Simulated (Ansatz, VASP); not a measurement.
# Rb in VASP and in Ansatz

INCAR

```
PREC     = Accurate       # precision mode
ENCUT    = 520            # plane-wave cutoff, eV
EDIFF    = 1E-8           # SCF threshold, eV
ISMEAR   = -1             # smearing method
SIGMA    = 0.08           # smearing width, eV
LREAL    = False          # projectors in reciprocal space
LASPH    = True           # aspherical terms in the spheres
NELM     = 100            # most SCF steps
ALGO     = Normal         # electronic algorithm
ISIF     = 2              # what is computed and relaxed
LWAVE    = False          # write WAVECAR
LCHARG   = False          # write CHGCAR
GGA      = PE             # functional
LEFG     = True         
NBANDS   = 10             # bands
```

KPOINTS

```
Automatic mesh
0
Gamma
  10 10 10
```

File POSCAR:

```
Rb
1.0
    4.5936294374      0.0000000000      0.0000000000
    0.0000000000      4.5936294374      0.0000000000
    0.0000000000      0.0000000000      4.5936294374
Rb
1
Direct
    0.0000000000      0.0000000000      0.0000000000
```

Input for Ansatz:

```yaml
crystal:
  lattice:
    - [4.5936294374, 0.0, 0.0]
    - [0.0, 4.5936294374, 0.0]
    - [0.0, 0.0, 4.5936294374]
  atoms:
    - { symbol: Rb, position: [0.0, 0.0, 0.0] }
kpoints:
  mp_grid: { grid: [10, 10, 10] }
scf:
  occupations: { method: fermi_dirac, width: 0.08 }
hamiltonian:
  xc: pbe
  pseudopotentials: { kind: paw }
output:
  forces: true
  stress: true
  eigenvalues: true
  efg: { contact_densities: true }
  write_density: true
  write_potential: true
  elf: true
  volumetric_format: npy
```

Change from the starting cell: volume scaled by 0.98, PAW files.

Alike in both runs: task electric field gradients; functional PBE; k mesh 10 × 10 × 10; occupations fermi-dirac, width 0.08 eV; no spin polarisation.

|  | VASP | Ansatz |
| --- | --- | --- |
| version | VASP 6.6.1 | Ansatz 0.2.0 |
| potentials or method | VASP PAW PBE potentials, release 64 (Rb_sv) | PAW with Ansatz's default frozen-core files, scalar-relativistic |
| plane-wave cutoff (eV) | 520 | 420 |
| valence electrons in the cell | 9 | 9 |

```tsv
	VASP	Ansatz	Ansatz less VASP
pressure (GPa)	0.0	0.0	0.00
```
